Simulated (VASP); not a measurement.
# Si (P6/mmm) in VASP: single point with PBEsol

Aim: the single point of Si with PBEsol.

Everything below comes from runs of VASP 6.6.1. Logs are shortened: lines on timing, memory, paths and dates and some standing lists are left out, and cuts for length are marked.

### Step 1. The cell of the first run

It takes space group P6/mmm (No. 191, hexagonal). The conventional cell has a = 2.621 Å, b = 2.621 Å, c = 2.466 Å, α = 90.00°, β = 90.00°, γ = 120.00°. Within 3.3 Å of Si (site symmetry 6/mmm) lie 8 Si at 2.47 to 2.62 Å.

### Step 2. Single point, PBEsol

The input, INCAR:

```
ALGO = Normal
EDIFF = 1E-6
ENCUT = 500
GGA = PS
GGA_COMPAT = False
ISIF = 2
ISMEAR = 0
LASPH = True
LCHARG = False
LREAL = False
LWAVE = False
NBANDS = 8
NELM = 120
PREC = Accurate
SIGMA = 0.1
```

The input, KPOINTS:

```
k-points
0
Gamma
  9 9 8
```

The input, POSCAR:

```
Si
1.0
    2.6205428149      0.0000000000      0.0000000000
   -1.3102714075      2.2694566494      0.0000000000
    0.0000000000      0.0000000000      2.4663543900
Si
1
Direct
    0.0000000000      0.0000000000      0.0000000000
```

Potentials or basis: VASP PAW PBE potentials, release 64 (Si).

The run is started by

```sh
$ cat potpaw_PBE.64/Si/POTCAR > POTCAR
$ mpirun -np 1 vasp_std > vasp.out
```

OUTCAR:

```text
EDIFF = 1E-6
   ENCUT = 500
   GGA = PS
   ISIF = 2
   ISMEAR = 0
   LASPH = True
   LREAL = False
   NELM = 120
   PREC = Accurate

 ion  position               nearest neighbor table
   1  0.000  0.000  0.000-

  LATTYP: Found a hexagonal cell.
 ALAT       =     2.6205428149
 C/A-ratio  =     0.9411616463

  Lattice vectors:

 A1 = (   2.6205428149,   0.0000000000,   0.0000000000)
 A2 = (  -1.3102714075,   2.2694566494,   0.0000000000)
 A3 = (   0.0000000000,   0.0000000000,   2.4663543900)

Analysis of symmetry for initial positions (statically):
=====================================================================
 Subroutine PRICEL returns:
 Original cell was already a primitive cell.

 Routine SETGRP: Setting up the symmetry group for a
 hexagonal supercell.

 Subroutine GETGRP returns: Found 24 space group operations
 (whereof 24 operations were pure point group operations)
 out of a pool of 24 trial point group operations.

The static configuration has the point symmetry D_6h.

Analysis of symmetry for dynamics (positions and initial velocities):
=====================================================================
 Subroutine PRICEL returns:
 Original cell was already a primitive cell.

 Routine SETGRP: Setting up the symmetry group for a
 hexagonal supercell.

 Subroutine GETGRP returns: Found 24 space group operations
 (whereof 24 operations were pure point group operations)
 out of a pool of 24 trial point group operations.

The dynamic configuration has the point symmetry D_6h.

 Subroutine INISYM returns: Found 24 space group operations
 (whereof 24 operations are pure point group operations),
 and found     1 'primitive' translations

----------------------------------------------------------------------------------------

                                     Primitive cell

  volume of cell :      14.6679

  direct lattice vectors                    reciprocal lattice vectors
     2.620542815  0.000000000  0.000000000     0.381600329  0.220317053  0.000000000
    -1.310271407  2.269456649  0.000000000     0.000000000  0.440634105  0.000000000
     0.000000000  0.000000000  2.466354390     0.000000000  0.000000000  0.405456736

  length of vectors
     2.620542815  2.620542815  2.466354390     0.440634105  0.440634105  0.405456736

  position of ions in fractional coordinates (direct lattice)
     0.000000000  0.000000000  0.000000000

  ion indices of the primitive-cell ions
   primitive index   ion index
                 1           1

----------------------------------------------------------------------------------------

 KPOINTS: k-points

Automatic generation of k-mesh.
 Grid dimensions read from file:
 generate k-points for:    9    9    8

 Generating k-lattice:

  Cartesian coordinates                     Fractional coordinates (reciprocal lattice)
     0.042400037  0.024479673  0.000000000     0.111111111  0.000000000  0.000000000
     0.000000000  0.048959345  0.000000000     0.000000000  0.111111111  0.000000000
     0.000000000  0.000000000  0.050682092     0.000000000  0.000000000  0.125000000

  Length of vectors
     0.048959345  0.048959345  0.050682092

  Shift w.r.t. Gamma in fractional coordinates (k-lattice)
     0.000000000  0.000000000  0.000000000

 Subroutine IBZKPT returns following result:
 ===========================================

 Found     60 irreducible k-points:

 Following reciprocal coordinates:
            Coordinates               Weight
  0.000000  0.000000  0.000000      1.000000
  0.111111  0.000000  0.000000      6.000000
  0.222222  0.000000  0.000000      6.000000
  0.333333  0.000000  0.000000      6.000000
  0.444444  0.000000  0.000000      6.000000
  0.111111  0.111111  0.000000      6.000000
[... 16 lines left out ...]
  0.333333  0.222222  0.125000     24.000000
  0.333333  0.333333  0.125000      4.000000
 [... further k-points ...]
   k-points           NKPTS =     60   k-points in BZ     NKDIM =     60   number of bands    NBANDS=      8
   number of dos      NEDOS =    301   number of ions     NIONS =      1
   total plane-waves  NPLWV =   7200
   dimension x,y,z NGX =    20 NGY =   20 NGZ =   18
   dimension x,y,z NGXF=    40 NGYF=   40 NGZF=   36
   ions per type =               1
   NGX,Y,Z   is equivalent  to a cutoff of  12.69, 12.69, 12.13 a.u.
   NGXF,Y,Z  is equivalent  to a cutoff of  25.38, 25.38, 24.27 a.u.
 SYSTEM =  unknown system
   PREC   = accura    normal or accurate (medium, high low for compatibility)
   ISTART =      0    job   : 0-new  1-cont  2-samecut
   ICHARG =      2    charge: 1-file 2-atom 10-const
   ISPIN  =      1    spin polarized calculation?
   LNONCOLLINEAR =      F non collinear calculations
   LSORBIT =      F    spin-orbit coupling
   LASPH  =      T    aspherical Exc in radial PAW
   ENCUT  =  500.0 eV  36.75 Ry    6.06 a.u.   4.78  4.78  4.50*2*pi/ulx,y,z
   NELM   =    120;   NELMIN=  2; NELMDL= -5     # of ELM steps
   EDIFF  = 0.1E-05   stopping-criterion for ELM
   LREAL  =      F    real-space projection
   EDIFFG = 0.1E-04   stopping-criterion for IOM
   NSW    =      0    number of steps for IOM
   IBRION =     -1    ionic relax: 0-MD 1-quasi-New 2-CG
   NFREE  =      0    steps in history (QN), initial steepest desc. (CG)
   ISIF   =      2    stress and relaxation
   ISYM   =      2    0-nonsym 1-usesym 2-fastsym
   POTIM  = 0.5000    time-step for ionic-motion
   TEBEG  =    0.0;   TEEND  =   0.0 temperature during run
   PSTRESS=    0.0 pullay stress
   NELECT =       4.0000    total number of electrons
   NUPDOWN=      -1.0000    fix difference up-down
   EMIN   =  10.00;   EMAX   =-10.00  energy-range for DOS
   EFERMI =   0.00;   METHOD = LEGACY
   ISMEAR =     0;   SIGMA  =   0.10  broadening in eV -4-tet -1-fermi 0-gaus
   EFERMI_NEDOS =   21; number of points for ismear=-14 and -15
   IALGO  =     38    algorithm
   IMIX   =      4    mixing-type and parameters
     AMIX     =   0.40;   BMIX     =  1.00
     AMIX_MAG =   1.60;   BMIX_MAG =  1.00
  volume/ion in A,a.u.               =      14.67        98.98
  Fermi-wavevector in a.u.,A,eV,Ry     =   1.061627  2.006184 15.334472  1.127052
  Thomas-Fermi vector in A             =   2.197050
   LORBIT       =      0    0 simple, 1 ext, 2 COOP (PROOUT), +10 PAW based schemes
   GGA     = PS    functional components
   LHFCALC =     F    Hartree Fock is set to
   AEXX    =    0.0000 exact exchange contribution
   IVDW    =     0    specifies the selected vdW correction
   LEPSILON=     F    determine dielectric tensor
   LRPA    =     F    only Hartree local field effects (RPA)
 non-spin polarized calculation
 Gauss-broadening in eV      SIGMA  =   0.10
  energy-cutoff  :      500.00
  volume of cell :       14.67
 maximum number of plane-waves:       393
 NGX is ok and might be reduce to    20
   NGX =  9   NGY =  9   NGZ =  9

 number of electron       4.0000000 magnetization

 Free energy of the ion-electron system (eV)
  ---------------------------------------------------
  ext. energy  EPLUGINS =         0.00000000
  ---------------------------------------------------
  free energy    TOTEN  =        -5.52619009 eV

  energy without entropy =       -5.52356729  energy(sigma->0) =       -5.52487869

 E-fermi :   9.7404     XC(G=0): -11.1344

 val. band max:        9.7369020753   @ k =   0.3333   0.2222   0.5000
 cond. band min:       9.7881741265   @ k =   0.2222   0.1111   0.0000
 fundamental gap:      0.0512720512
 Fermi energy:         9.7403797235

 k-point     1 :       0.0000    0.0000    0.0000
  band No.  band energies     occupation
      1      -4.5009      2.00000
      2      17.1633      0.00000
      3      17.6314      0.00000
      4      20.0019      0.00000
      5      20.0019      0.00000
      6      21.9134      0.00000
      7      21.9134      0.00000
      8      27.2549      0.00000

 k-point     2 :       0.1111    0.0000    0.0000
  band No.  band energies     occupation
      1      -4.1542      2.00000
      2      15.6260      0.00000
      3      17.9220      0.00000
      4      18.3744      0.00000
      5      18.5079      0.00000
      6      21.9697      0.00000
      7      24.1404      0.00000
      8      29.7839      0.00000

 k-point     3 :       0.2222    0.0000    0.0000
  band No.  band energies     occupation
      1      -3.1186      2.00000
      2      11.6452      0.00000
      3      16.6398      0.00000
      4      17.5108      0.00000
      5      18.7888      0.00000
      6      22.4504      0.00000
      7      27.6489      0.00000
      8      31.4969      0.00000

 k-point     4 :       0.3333    0.0000    0.0000
  band No.  band energies     occupation
      1      -1.4082      2.00000
      2       7.5990      2.00000
      3      15.4579      0.00000
      4      16.7004      0.00000
      5      20.2046      0.00000
      6      23.8617      0.00000
      7      28.2295      0.00000
      8      31.6537      0.00000

 k-point     5 :       0.4444    0.0000    0.0000
  band No.  band energies     occupation
      1       0.9343      2.00000
      2       4.0450      2.00000
      3      14.8643      0.00000
      4      16.2231      0.00000
      5      21.9908      0.00000
      6      25.4419      0.00000
      7      25.9277      0.00000
      8      29.2931      0.00000
[... 177 lines left out ...]
 k-point    22 :       0.2222    0.2222    0.1250
  band No.  band energies     occupation
      1      -0.0319      2.00000
      2       8.5019      2.00000
      3       9.3173      2.00000
      4      17.1816      0.00000
      5      24.4477      0.00000
      6      25.5587      0.00000
      7      26.0788      0.00000
      8      27.1447      0.00000

 k-point    23 :       0.3333    0.2222    0.1250
  band No.  band energies     occupation
      1       2.2886      2.00000
      2       5.3498      2.00000
      3       8.3280      2.00000
      4      18.9980      0.00000
      5      22.5322      0.00000
      6      25.5500      0.00000
      7      25.6837      0.00000
      8      28.9920      0.00000

 k-point    24 :       0.3333    0.3333    0.1250
  band No.  band energies     occupation
      1       4.2977      2.00000
      2       5.3740      2.00000
      3       5.3740      2.00000
      4      20.1045      0.00000
      5      23.1817      0.00000
      6      23.1817      0.00000
      7      28.6193      0.00000
      8      29.9016      0.00000

 [... further k-points ...]
[... 5 lines left out ...]
  --------------------------------------------------------------------------------------
  -------------------------------------------------------------------------------------
  Total       -0.0523292     -0.0523292      0.1425405      0.0000000     -0.0000000      0.0000000
  in kB       -5.7159201     -5.7159201     15.5696976      0.0000000     -0.0000000      0.0000000
  external PRESSURE =       1.3792858 kB  Pullay stress =       0.0000000 kB

 VOLUME and BASIS-vectors are now :
 -----------------------------------------------------------------------------
  energy-cutoff  :      500.00
  volume of cell :       14.67
      direct lattice vectors                 reciprocal lattice vectors
     2.620542815  0.000000000  0.000000000     0.381600329  0.220317053  0.000000000
    -1.310271407  2.269456649  0.000000000     0.000000000  0.440634105  0.000000000
     0.000000000  0.000000000  2.466354390     0.000000000  0.000000000  0.405456736

 POSITION                                       TOTAL-FORCE (eV/Angst)
 -----------------------------------------------------------------------------------
      0.00000      0.00000      0.00000         0.000000      0.000000      0.000000
 -----------------------------------------------------------------------------------
    total drift:                               -0.000000     -0.000000      0.000000

  FREE ENERGIE OF THE ION-ELECTRON SYSTEM (eV)
  ---------------------------------------------------
  free  energy   TOTEN  =        -5.5261900853 eV

  energy  without entropy=       -5.5235672944  energy(sigma->0) =       -5.52487869
```

It took 6.5 s on 1 thread of Intel Xeon 8259CL, shared host; peak memory 0.12 GiB.

What came out:

```yaml
Free_energy: -5.5262 eV
Pressure: 0.1 GPa
Band_gap_on_the_k_mesh: zero (band 2 reaches 17.16 eV, above the bottom of band 3 at 5.04 eV)
```

Caveat: the PAW data sets were made with another functional, which shifts forces and pressure a little.
